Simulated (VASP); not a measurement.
Write the native input for VASP 6.6.1 that does the following.

```yaml
Task: single point
Functional: PBE
Potentials_or_basis: VASP PAW PBE potentials, release 64 (Be, S)
Cutoff: 520 eV
k_mesh: 7 × 7 × 5
Occupations: gaussian, width 0.2 eV
Spin: no spin polarisation
Dipole_correction: no
Further_INCAR_settings: ALGO = Normal; EDIFF = 1e-06; NBANDS = 12
```

The structure of Be2S lies in POSCAR:

```
Be2S
1.0
    3.2571756693      0.0000000000      0.0000000000
   -1.6285878347      2.8207968742      0.0000000000
    0.0000000000      0.0000000000      4.4524756216
Be S
2 1
Direct
    0.3333333333      0.6666666667      0.7342918731
    0.3333333333      0.6666666667      0.2657081269
    0.0000000000      0.0000000000      0.0000000000
```

The input as run:

INCAR

```
SYSTEM = Be2S
PREC     = Accurate       ! precision mode
ENCUT    = 520            ! plane-wave cutoff, eV
EDIFF    = 1E-6           ! SCF threshold, eV
ISMEAR   = 0              ! smearing method
SIGMA    = 0.2            ! smearing width, eV
LREAL    = .FALSE.        ! projectors in reciprocal space
LASPH    = .TRUE.         ! aspherical terms in the spheres
NELM     = 60             ! most SCF steps
ALGO     = Normal         ! electronic algorithm
ISIF     = 2              ! what is computed and relaxed
LWAVE    = .FALSE.        ! write WAVECAR
LCHARG   = .TRUE.         ! write CHGCAR
GGA      = PE             ! functional
LELF     = .TRUE.         ! ELF
LVHAR    = .TRUE.       
NBANDS   = 12             ! bands
```

KPOINTS

```
regular mesh
0
G
  7 7 5
  0 0 0
```

Potentials or basis: VASP PAW PBE potentials, release 64 (Be, S).

Command:

```console
$ cat potpaw_PBE.64/Be/POTCAR potpaw_PBE.64/S/POTCAR > POTCAR
$ mpirun -np 1 vasp_std > vasp.out
```

Results of the run:

```json
{
 "Pressure": "0.0 GPa",
 "Largest force": "0.008 eV/Å",
 "Band gap on the k mesh": "0.47 eV, indirect (least direct gap 1.33 eV)"
}
```

Wall time 9.1 s on 1 thread of Intel(R) Xeon(R) Platinum 8375C CPU @ 2.90GHz (Ice Lake), on a shared host, peak memory 0.15 GiB.
